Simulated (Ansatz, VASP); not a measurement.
**CuI: VASP beside Ansatz**

```
CELL_PARAMETERS angstrom
0.00000 2.97839 2.97839
2.97839 0.00000 2.97839
2.97839 2.97839 0.00000
ATOMIC_POSITIONS crystal
Cu 0.00000 0.00000 0.00000
I 0.25000 0.25000 0.25000
```

Alike in both runs: task single point; functional PBE; k mesh 6 × 6 × 6; no spin polarisation.

|  | VASP | Ansatz |
| --- | --- | --- |
| version | VASP 6.6.1 | Ansatz 0.2.0 |
| potentials or method | VASP PAW PBE potentials, release 64 (Cu, I) | plane waves, PAW |
| plane-wave cutoff (eV) | 520 | 420 |
| occupations | gaussian, width 0.01 eV | fixed |
| valence electrons in the cell | 18 | 36 |

```csv
,VASP,Ansatz,Ansatz less VASP
gap on the k mesh at the Fermi level (eV),1.29,1.27,-0.024
pressure (GPa),2.8,2.8,-0.01
```

VASP's potentials hold 18 valence electrons a cell and Ansatz's 36, so a difference there can come from the potentials and not from the codes.

Spin-orbit coupling is off throughout.
